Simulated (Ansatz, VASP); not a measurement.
One calculation of Rh, two programs

```xyz
1
Lattice="0.0000 1.8900 1.8900 1.8900 0.0000 1.8900 1.8900 1.8900 0.0000" Properties=species:S:1:pos:R:3 pbc="T T T"
Rh    0.0000    0.0000    0.0000
```

Alike in both runs: functional PBEsol; k mesh 17 × 17 × 17; occupations fermi-dirac, width 0.05 eV; no spin polarisation.

Ansatz relaxed the structure, and its values are those at the end. VASP's run is a single point on that final structure, the one shown.

```csv
,VASP,Ansatz
version,VASP 6.6.1,Ansatz 0.2.0
potentials or method,"VASP PAW PBE potentials, release 64 (Rh_pv)","PAW with Ansatz's default frozen-core files, scalar-relativistic"
plane-wave cutoff (eV),520,420
valence electrons in the cell,15,17
```

Ansatz gave:

* pressure (GPa): 0.0

Q: What did VASP give for the same quantities?

A: Pressure (GPa): -0.1.

VASP's potentials were made for PBE, not for PBEsol. VASP's potentials hold 15 valence electrons a cell and Ansatz's 17, so a difference there can come from the potentials and not from the codes.
